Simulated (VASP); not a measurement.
Wanted: the native input for a VASP 6.6.1 run.

* Task: single point
* Functional: PBE
* Potentials or basis: VASP PAW PBE potentials, release 64 (Te, Pb_d)
* Cutoff: 520 eV
* k mesh: 6 × 6 × 6
* Occupations: gaussian, width 0.01 eV
* Spin: no spin polarisation
* Dipole correction: no
* Further INCAR settings: ALGO = Normal; EDIFF = 1e-06; NBANDS = 17

The structure of TePb lies in POSCAR:

```
TePb
1.0
    0.0000000000      3.2678555511      3.2678555511
    3.2678555511      0.0000000000      3.2678555511
    3.2678555511      3.2678555511      0.0000000000
Te Pb
1 1
Direct
    0.5000000000      0.5000000000      0.5000000000
    0.0000000000      0.0000000000      0.0000000000
```

One way to write it, as run:

INCAR

```
ALGO = Normal ; EDIFF = 1E-6
ENCUT = 520 ; GGA = PE
ISIF = 2 ; ISMEAR = 0
LASPH = True ; LCHARG = False
LREAL = False ; LWAVE = False
NBANDS = 17 ; NELM = 100
PREC = Accurate ; SIGMA = 0.01
```

KPOINTS

```
k-points
0
Gamma
  6 6 6
```

Potentials or basis: VASP PAW PBE potentials, release 64 (Te, Pb_d).

The run is started by

```sh
$ cat potpaw_PBE.64/Te/POTCAR potpaw_PBE.64/Pb_d/POTCAR > POTCAR
$ mpirun -np 1 vasp_std > vasp.out
```

It gave:

- Pressure: 0.6 GPa
- Band gap on the k mesh: 0.80 eV, direct

Caveat: spin-orbit coupling is left out, which moves the levels of the heavy elements.

Wall time 11 s on 1 thread of Intel(R) Xeon(R) 6975P-C (Granite Rapids) (shared host), peak memory 0.2 GiB.
